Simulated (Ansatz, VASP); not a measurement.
**One calculation of Cu, two programs**

The input POSCAR:

```
Cu
1.0
   -1.4476911077      1.4476911077      1.3693140242
    1.4476911077     -1.4476911077      1.3693140242
    1.4476911077      1.4476911077     -1.3693140242
Cu
1
Direct
    0.0000000000      0.0000000000      0.0000000000
```

INCAR.step1

```
PREC = Accurate
ENCUT = 520
ISMEAR = 0
SIGMA = 0.15
LREAL = F
LASPH = T
NELM = 60
NBANDS = 12
GGA = PE
ALGO = Normal
EDIFF = 1E-4
LWAVE = T
LCHARG = F
```

File INCAR.step2:

```
PREC = Accurate
ENCUT = 520
EDIFF = 1E-6
ISMEAR = 0
SIGMA = 0.15
LREAL = F
LASPH = T
NELM = 60
ALGO = Normal
ISIF = 2
LWAVE = F
LCHARG = T
METAGGA = R2SCAN
LMIXTAU = T
LELF = T
LVHAR = T
NBANDS = 12
ISTART = 1
```

The input KPOINTS:

```
Automatic mesh
0
Gamma
  32 32 32
```

Input for Ansatz:

```yaml
crystal:
  lattice:
    - [-1.4476911077, 1.4476911077, 1.3693140242]
    - [1.4476911077, -1.4476911077, 1.3693140242]
    - [1.4476911077, 1.4476911077, -1.3693140242]
  atoms:
    - { symbol: Cu, position: [0.0, 0.0, 0.0] }
basis:
  ecutwfc: 500
kpoints:
  mp_grid: { grid: [32, 32, 32] }
hamiltonian:
  xc: r2scan
scf:
  occupations: { method: gaussian, width: 0.15 }
output:
  forces: true
  stress: true
  eigenvalues: true
  write_density: true
  write_potential: true
  elf: true
  volumetric_format: npy
```

Alike in both runs: task single point; functional r2SCAN; k mesh 32 × 32 × 32; occupations gaussian, width 0.15 eV; no spin polarisation.

```csv
,VASP,Ansatz
version,VASP 6.6.1,Ansatz 0.2.0
potentials or method,"VASP PAW PBE potentials, release 64 (Cu), cutoff 520 eV","scalar-relativistic, plane waves, PAW"
valence electrons in the cell,11,19
```

```tsv
	VASP	Ansatz	Ansatz less VASP
gap on the k mesh at the Fermi level (eV)	none	none	-
pressure (GPa)	0.7	0.0	-0.66
traceless stress, the component that is largest in VASP (GPa)	0.08	0.13	+0.051
```

VASP's potentials were made for PBE, not for r2SCAN. A gap of «none» marks a metal or a gap that the smearing closes. VASP's potentials hold 11 valence electrons a cell and Ansatz's 19, so a difference there can come from the potentials and not from the codes.
